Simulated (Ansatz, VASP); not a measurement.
## One calculation of Te, two programs

The input INCAR:

```
SYSTEM = Te
PREC = Accurate
ENCUT = 520
EDIFF = 1E-6
ISMEAR = -1
SIGMA = 0.05
LREAL = .FALSE.
LASPH = .TRUE.
NELM = 60
ALGO = Normal
ISIF = 2
LWAVE = .FALSE.
LCHARG = .FALSE.
GGA = PE
NBANDS = 16
```

The input KPOINTS:

```
regular mesh
0
G
  8 8 8
  0 0 0
```

Contents of POSCAR:

```
Te
1.0
    4.2341000000     -2.3712000000      0.0000000000
    4.2341000000      2.3712000000      0.0000000000
   -0.1304500000      0.0000000000      3.9177765000
Te
3
Direct
    0.6760000000      0.6760000000      0.6750000000
    0.3240000000      0.3240000000      0.3250000000
    0.0000000000      0.0000000000      0.0000000000
```

Input for Ansatz:

```yaml
crystal:
  lattice:
    - [4.2341, -2.3712, 0.0]
    - [4.2341, 2.3712, 0.0]
    - [-0.13045, 0.0, 3.9177765]
  atoms:
    - { symbol: Te, position: [0.676, 0.676, 0.675] }
    - { symbol: Te, position: [0.324, 0.324, 0.325] }
    - { symbol: Te, position: [0.0, 0.0, 0.0] }
kpoints:
  mp_grid: { grid: [8, 8, 8] }
  band_path:
    path:
      - [0.0, 0.0, 0.0]
      - [-0.3284938063, 0.3284938063, 0.0]
      - [-0.6715061937, -0.3284938063, 0.0]
      - [-0.5, -0.5, 0.0]
      - [0.0, 0.0, 0.0]
      - [-0.5, -0.5, 0.5]
      - [-0.6771491935, -0.3228508065, 0.5]
      - [-0.3228508065, 0.3228508065, 0.5]
      - [0.0, 0.0, 0.5]
    npoints: 5
scf:
  occupations: { method: fermi_dirac, width: 0.05 }
hamiltonian:
  xc: pbe
  pseudopotentials: { kind: all_electron, lapw: { basis_error: 0.001 } }
output:
  forces: true
  stress: true
  eigenvalues: true
```

Change from the starting cell: zz strain of -1 %.

Alike in both runs: task single point; functional PBE; k mesh 8 × 8 × 8; occupations fermi-dirac, width 0.05 eV; no spin polarisation.

|  | VASP | Ansatz |
| --- | --- | --- |
| version | VASP 6.6.1 | Ansatz 0.2.0 |
| potentials or method | VASP PAW PBE potentials, release 64 (Te), cutoff 520 eV | all-electron LAPW, scalar-relativistic |

Ansatz gave:

- pressure (GPa): 10.1
- traceless stress, the component that is largest in VASP (GPa): 1.11
- rms of the force components (eV/Å): 0.245

Problem. Estimate VASP's values.

Solution. Pressure (GPa): 10.0; traceless stress, the component that is largest in VASP (GPa): 1.11; rms of the force components (eV/Å): 0.247.

Atom by atom the forces differ by 0.002 eV/Å (rms over components). Ansatz ran all-electron here, and VASP with PAW potentials.

Neither program's run includes spin-orbit coupling.
